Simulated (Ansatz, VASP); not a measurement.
B in VASP and in Ansatz

```
B
1.0
     1.86048    0.00000    0.00000
     0.00000    1.89705    0.00000
     0.00000    0.00000    1.89709
B
1
Cartesian
  0.9302 0.9485 0.9485
```

Alike in both runs: functional PBE; k mesh 10 × 8 × 8; occupations gaussian, width 0.1 eV; no spin polarisation.

Ansatz relaxed the structure, and its values are those at the end. VASP's run is a single point on that final structure, the one shown.

|  | VASP | Ansatz |
| --- | --- | --- |
| version | VASP 6.6.1 | Ansatz 0.2.0 |
| potentials or method | VASP PAW PBE potentials, release 64 (B), cutoff 520 eV | scalar-relativistic, plane waves, PAW |
| valence electrons in the cell | 3 | 3 |

Ansatz gave:

```
gap on the k mesh at the Fermi level (eV) : none
pressure (GPa)                            : 0.0
```

Task: What did VASP give for the same quantities?

Result: gap on the k mesh at the Fermi level (eV): none; pressure (GPa): 0.1.

A gap of «none» marks a metal or a gap that the smearing closes.

The k mesh is coarse, so the values compare programs but aren't converged.
